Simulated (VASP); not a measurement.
Wanted: the native input for a VASP 6.6.1 run.

| Quantity | Value |
| --- | --- |
| Task | single point |
| Functional | PBE |
| Potentials or basis | VASP PAW PBE potentials, release 64 (Mo_sv) |
| Cutoff | 520 eV |
| k mesh | 22 × 22 × 22 |
| Occupations | gaussian, width 0.15 eV |
| Spin | no spin polarisation |
| Dipole correction | no |
| Further INCAR settings | ALGO = Fast; EDIFF = 1e-06; NBANDS = 13 |

The structure of Mo lies in POSCAR:

```
Mo
1.0
   -1.5238700000      1.5238700000      1.6181300000
    1.5238700000     -1.5238700000      1.6181300000
    1.5238700000      1.5238700000     -1.6181300000
Mo
1
Direct
    0.0000000000      0.0000000000      0.0000000000
```

This cell differs from its parent crystal: strain -0.030 along x and y, +0.030 along z.

One way to write it, as run:

INCAR

```
SYSTEM = Mo
ALGO = Fast
EDIFF = 1E-6
ENCUT = 520
GGA = PE
ISIF = 2
ISMEAR = 0
LASPH = .TRUE.
LCHARG = .FALSE.
LREAL = .FALSE.
LWAVE = .FALSE.
NBANDS = 13
NELM = 80
PREC = Accurate
SIGMA = 0.15
```

KPOINTS

```
k-points
0
G
  22 22 22
  0 0 0
```

Potentials or basis: VASP PAW PBE potentials, release 64 (Mo_sv).

Run with:

```sh
$ cat potpaw_PBE.64/Mo_sv/POTCAR > POTCAR
$ mpirun -np 1 vasp_std > vasp.out
```

Results of the run:

* Pressure: 15.3 GPa
* Band gap on the k mesh: zero (bands 7 and 8 overlap by 5.18 eV)

Caveat: the cell differs from its parent crystal (strain -0.030 along x and y, +0.030 along z); the stress differs along the axes, from 3 to 22 GPa.

Wall time 3.4 min on 1 thread of Intel Xeon 8259CL, with other jobs on the host, peak memory 0.26 GiB.
